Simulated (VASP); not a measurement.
# AlGaN2 (P-4m2) in VASP: further runs, part 3 of 3

VASP 6.6.1. Earlier steps stand in the parts before.

### Step 4. Vibrations by perturbation theory, LDA

This run uses another cell than the first one, of 10.49 Å³/atom, 1.051 times its volume.

Input file INCAR:

```
SYSTEM = AlGaN2
  ALGO = Normal
  EDIFF = 1E-8
  ENCUT = 520
  IBRION = 8
  ISIF = 2
  ISMEAR = 0
  LASPH = .TRUE.
  LCHARG = .FALSE.
  LEPSILON = .TRUE.
  LREAL = .FALSE.
  LWAVE = .FALSE.
  NBANDS = 21
  NELM = 100
  NSW = 1
  PREC = Accurate
  SIGMA = 0.01
```

Input file KPOINTS:

```
k-points
0
G
  8 8 6
  0 0 0
```

Input file POSCAR:

```
AlGaN2
1.0
    3.1009372611      0.0000000000      0.0000000000
    0.0000000000      3.1009372611      0.0000000000
    0.0000000000      0.0000000000      4.3629234960
Al Ga N
1 1 2
Direct
    0.5000000000      0.5000000000      0.5000000000
    0.0000000000      0.0000000000      0.0000000000
    0.5000000000      0.0000000000      0.7400019650
    0.0000000000      0.5000000000      0.2599980350
```

Potentials or basis: VASP PAW LDA potentials, release 64 (Al, Ga_d, N).

On the command line:

```console
$ cat potpaw_LDA.64/Al/POTCAR potpaw_LDA.64/Ga_d/POTCAR potpaw_LDA.64/N/POTCAR > POTCAR
$ mpirun -np 1 vasp_std > vasp.out
```

OUTCAR:

```text
SYSTEM = AlGaN2
   EDIFF = 1E-8
   ENCUT = 520
   IBRION = 8
   ISIF = 2
   ISMEAR = 0
   LASPH = .TRUE.
   LEPSILON = .TRUE.
   LREAL = .FALSE.
   NELM = 100
   NSW = 1
   PREC = Accurate

 ion  position               nearest neighbor table
   1  0.500  0.500  0.500-   3 1.87   4 1.87   3 1.87   4 1.87   2 3.09   2 3.09   2 3.09   2 3.09
                             2 3.09   2 3.09   2 3.09   2 3.09
   2  0.000  0.000  0.000-   3 1.92   4 1.92   4 1.92   3 1.92   1 3.09   1 3.09   1 3.09   1 3.09
                             1 3.09   1 3.09   1 3.09   1 3.09
   3  0.500  0.000  0.740-   1 1.87   1 1.87   2 1.92   2 1.92
   4  0.000  0.500  0.260-   1 1.87   1 1.87   2 1.92   2 1.92

  LATTYP: Found a simple tetragonal cell.
 ALAT       =     3.1009372611
 C/A-ratio  =     1.4069692898

  Lattice vectors:

 A1 = (   3.1009372611,   0.0000000000,   0.0000000000)
 A2 = (   0.0000000000,   3.1009372611,   0.0000000000)
 A3 = (   0.0000000000,   0.0000000000,   4.3629234960)

Analysis of symmetry for initial positions (statically):
=====================================================================
 Subroutine PRICEL returns:
 Original cell was already a primitive cell.

 Routine SETGRP: Setting up the symmetry group for a
 simple tetragonal supercell.

 Subroutine GETGRP returns: Found  8 space group operations
 (whereof  8 operations were pure point group operations)
 out of a pool of 16 trial point group operations.

The static configuration has the point symmetry D_2d.

Analysis of symmetry for dynamics (positions and initial velocities):
=====================================================================
 Subroutine PRICEL returns:
 Original cell was already a primitive cell.

 Routine SETGRP: Setting up the symmetry group for a
 simple tetragonal supercell.

 Subroutine GETGRP returns: Found  8 space group operations
 (whereof  8 operations were pure point group operations)
 out of a pool of 16 trial point group operations.

The dynamic configuration has the point symmetry D_2d.

 Subroutine INISYM returns: Found  8 space group operations
 (whereof  8 operations are pure point group operations),
 and found     1 'primitive' translations

----------------------------------------------------------------------------------------

[... 816 lines left out ...]
     0.00000-11.01086  0.00000
     0.00000  0.00000  2.13728

 MACROSCOPIC STATIC DIELECTRIC TENSOR (including local field effects in DFT)
 ------------------------------------------------------
           5.032086    -0.000000    -0.000000
           0.000000     5.032086     0.000000
           0.000000    -0.000000     4.993557
 ------------------------------------------------------

 PIEZOELECTRIC TENSOR (including local field effects)  for field in x, y, z        (e  Angst)
          XX          YY          ZZ          XY          YZ          ZX
  --------------------------------------------------------------------------------
  x     0.00000     0.00000     0.00000     0.00000     0.00000     2.16664
  y    -0.00000    -0.00000     0.00000     0.00000    -2.16664     0.00000
  z     2.10490    -2.10490     0.00000     0.00000     0.00000     0.00000

 PIEZOELECTRIC TENSOR (including local field effects)  for field in x, y, z        (C/m^2)
          XX          YY          ZZ          XY          YZ          ZX
  --------------------------------------------------------------------------------
  x     0.00000     0.00000     0.00000     0.00000     0.00000     0.82743
  y    -0.00000    -0.00000     0.00000     0.00000    -0.82743     0.00000
  z     0.80386    -0.80386     0.00000     0.00000     0.00000     0.00000

 BORN EFFECTIVE CHARGES (including local field effects) (in |e|, cummulative output)
 ---------------------------------------------------------------------------------
 ion    1
    1     2.50008     0.00000     0.00000
    2     0.00000     2.50008     0.00000
    3     0.00000     0.00000     2.66527
 ion    2
    1     2.59207     0.00000     0.00000
    2     0.00000     2.59207     0.00000
    3     0.00000     0.00000     2.46373
 ion    3
    1    -2.66831     0.00000     0.00000
    2     0.00000    -2.42384     0.00000
    3     0.00000     0.00000    -2.56450
 ion    4
    1    -2.42384     0.00000     0.00000
    2     0.00000    -2.66831    -0.00000
    3     0.00000     0.00000    -2.56450

 INTERNAL STRAIN TENSOR FOR ION    4 for displacements in x,y,z  (eV/Angst):
          X           Y           Z          XY          YZ          ZX
  --------------------------------------------------------------------------------
  x     0.00000     0.00000     0.00000     0.00000     0.00000    11.51031
  y     0.00000     0.00000     0.00000     0.00000    -9.73592     0.00000
  z    11.01086    -9.98282    -2.13728     0.00000     0.00000     0.00000

 SECOND DERIVATIVES (NOT SYMMETRIZED)
 ------------------------------------
               1X          1Y          1Z          2X          2Y          2Z          3X          3Y          3Z          4X          4Y          4Z
  1X   -18.145268    0.000000    0.000000    1.440397    0.000000    0.000000    2.350188    0.000000    0.000000   14.354682    0.000000    0.000000
  1Y     0.000000  -18.145268    0.000000    0.000000    1.440397    0.000000    0.000000   14.354682    0.000000    0.000000    2.350188    0.000000
  1Z     0.000000    0.000000  -24.337469    0.000000    0.000000    9.296835    0.000000    0.000000    7.520317    0.000000    0.000000    7.520317
  2X     1.427678    0.000000    0.000000  -14.772709    0.000000    0.000000   11.760497    0.000000    0.000000    1.584533    0.000000    0.000000
  2Y     0.000000    1.427678    0.000000    0.000000  -14.772709    0.000000    0.000000    1.584533    0.000000    0.000000   11.760497    0.000000
  2Z     0.000000    0.000000    9.307623    0.000000    0.000000  -23.758479    0.000000    0.000000    7.225428    0.000000    0.000000    7.225428
  3X     2.347677    0.000000    0.000000   11.770069    0.000000    0.000000  -16.599172    0.000000    0.000000    2.481427    0.000000    0.000000
  3Y     0.000000   14.356313    0.000000    0.000000    1.590685    0.000000    0.000000  -18.429608    0.000000    0.000000    2.482610    0.000000
  3Z     0.000000    0.000000    7.522608    0.000000    0.000000    7.210078    0.000000    0.000000  -20.708889    0.000000    0.000000    5.976203
  4X    14.356313    0.000000    0.000000    1.590685    0.000000    0.000000    2.482610    0.000000    0.000000  -18.429608    0.000000    0.000000
  4Y     0.000000    2.347677    0.000000    0.000000   11.770069    0.000000    0.000000    2.481427    0.000000    0.000000  -16.599172    0.000000
  4Z     0.000000    0.000000    7.522608    0.000000    0.000000    7.210078    0.000000    0.000000    5.976203    0.000000    0.000000  -20.708889

 Eigenvectors and eigenvalues of the dynamical matrix
 ----------------------------------------------------

   1 f  =   21.582689 THz   135.608033 2PiTHz  719.921006 cm-1    89.258789 meV
             X         Y         Z           dx          dy          dz
      1.550469  1.550469  2.181462     0.000000    0.000000    0.000000
      0.000000  0.000000  0.000000    -0.000000   -0.000000    0.000000
      1.550469  0.000000  3.228572     0.000000   -0.000000   -0.707107
      0.000000  1.550469  1.134352    -0.000000    0.000000    0.707107
[... 71 lines left out ...]
  12 f/i=    0.006784 THz     0.042626 2PiTHz    0.226294 cm-1     0.028057 meV
             X         Y         Z           dx          dy          dz
      1.550469  1.550469  2.181462    -0.250805    0.391057   -0.000000
      0.000000  0.000000  0.000000    -0.403954    0.629848   -0.000000
      1.550469  0.000000  3.228572    -0.180887    0.281726   -0.000000
      0.000000  1.550469  1.134352    -0.180685    0.282041   -0.000000

--------------------------------------------------------------------------------------------------------

 MACROSCOPIC STATIC DIELECTRIC TENSOR IONIC CONTRIBUTION
 ------------------------------------------------------
           3.777671    -0.000000     0.000000
          -0.000000     3.777671     0.000000
           0.000000     0.000000     3.849770
 ------------------------------------------------------

 ELASTIC MODULI CONTR FROM IONIC RELAXATION (kBar)
 Direction    XX          YY          ZZ          XY          YZ          ZX
 --------------------------------------------------------------------------------
 XX        -577.0716    575.5591      3.1445      0.0000      0.0000     -0.0000
 YY         575.5591   -577.0716      3.1445      0.0000     -0.0000      0.0000
 ZZ           3.1445      3.1445    -13.0746      0.0000     -0.0000      0.0000
 XY           0.0000      0.0000      0.0000      0.0000      0.0000      0.0000
 YZ           0.0000     -0.0000     -0.0000      0.0000   -531.4131     -0.0000
 ZX          -0.0000      0.0000      0.0000      0.0000     -0.0000   -564.5699
 --------------------------------------------------------------------------------

 PIEZOELECTRIC TENSOR IONIC CONTR  for field in x, y, z        (C/m^2)
          XX          YY          ZZ          XY          YZ          ZX
  --------------------------------------------------------------------------------
  x    -0.00000     0.00000     0.00000     0.00000    -0.00000    -1.35803
  y    -0.00000     0.00000     0.00000     0.00000     1.32336     0.00000
  z    -1.39758     1.39758     0.00000     0.00000     0.00000    -0.00000
```

stdout:

```text
POSCAR found type information on POSCAR AlGaN
 POSCAR found :  3 types and       4 ions
 scaLAPACK will be used
 LDA part: xc-table for (Slater(with rela. corr.)+CA(PZ))
 , standard interpolation
 POSCAR, INCAR and KPOINTS ok, starting setup
 FFT: planning ... GRIDC
[... 102 lines left out ...]
 onal to |phi(0)> (1.084220436258498E-004,-8.208711488322251E-015)
 LRF_COMMUTATOR internal error: the vector H(1)-e(1) S(1) |phi(0)> is not orthog
 onal to |phi(0)> (-1.246532436763037E-004,5.932754287840680E-015)
 LRF_COMMUTATOR internal error: the vector H(1)-e(1) S(1) |phi(0)> is not orthog
 onal to |phi(0)> (1.217988059214192E-004,2.491062911502695E-015)
 LRF_COMMUTATOR internal error: the vector H(1)-e(1) S(1) |phi(0)> is not orthog
 onal to |phi(0)> (-1.217988054237062E-004,5.585809592645319E-015)
 LRF_COMMUTATOR internal error: the vector H(1)-e(1) S(1) |phi(0)> is not orthog
 onal to |phi(0)> (-1.246442750119092E-004,1.171285290979540E-014)
 LR
```

Run time: 18 min. Hardware: 1 thread of Oxide Virtual Turin-like, shared host; peak memory 0.5 GiB.

Results:

| Property | Result |
| --- | --- |
| Electronic dielectric tensor (diagonal) | 5.03, 5.03, 4.99 |
| Born charges (mean of the diagonal) | Al +2.56; Ga +2.55; N -2.55 e |
| Highest phonon frequency at Γ, LO-TO splitting left out | 720 cm⁻¹ |

Phonon frequencies in cm⁻¹ (negative: imaginary):
```csv
q point,frequencies
"(0.000, 0.000, 0.000)",0 0 0 258 258 453 601 601 647 702 702 720
```

Electronic dielectric tensor:
```
5.03 0.00 0.00
0.00 5.03 0.00
0.00 0.00 4.99
```

Born effective charge tensors (e):
atom 1, Al
```
2.50 0.00 0.00
0.00 2.50 0.00
0.00 0.00 2.67
```
atom 2, Ga
```
2.59 0.00 0.00
0.00 2.59 0.00
0.00 0.00 2.46
```
atom 3, N
```
-2.67  0.00  0.00
 0.00 -2.42  0.00
 0.00  0.00 -2.56
```
atom 4, N
```
-2.42  0.00  0.00
 0.00 -2.67  0.00
 0.00  0.00 -2.56
```

Caveat: the cell wasn't relaxed at this level first, which shifts response properties.
